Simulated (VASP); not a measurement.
Runs of VASP 6.6.1 on Na. The structure is that of space group Pm-3m (No. 221), or close to it. The cells are those of the table. This isn't the form of Na at room conditions, which is bcc.

```tsv
task	cell	cutoff (eV)	gap on the mesh (eV)	pressure (GPa)
single point	a = 2.978 Å, 1 atom	520	none	4.9
relaxation of cell and atoms	relaxed from a = 3.510 Å, 1 atom	600	none	0.0
single point	a = 2.626 Å, 1 atom	520	none	(a)
relaxation of cell and atoms	relaxed to 20 GPa from a = 3.510 Å, 1 atom	600	none	20.1
relaxation of cell and atoms	relaxed to 10 GPa from a = 3.510 Å, 1 atom	600	none	10.0
single point	a = 3.390 Å, 1 atom	520	none	0.0
single point	a = 2.811 Å, 1 atom	520	none	9.9
relaxation of cell and atoms	relaxed to 5 GPa from a = 3.510 Å, 1 atom	600	none	5.0
```

Alike in all rows: level PBEsol; potentials or basis VASP PAW PBE potentials, release 64 (Na_pv); no spin polarisation; k mesh 12 × 12 × 12; smearing methfessel-paxton 0.1 eV.

Estimate the missing entries.

(a) 19.9.

Caveats: the PAW data sets were made with another functional, which shifts forces and pressure a little; the cell stands under pressure (at least some runs); the cell is relaxed towards a set pressure, so the run minimises the enthalpy, not the energy (at least some runs).

A gap of «none» marks levels without a gap at the run's occupations.
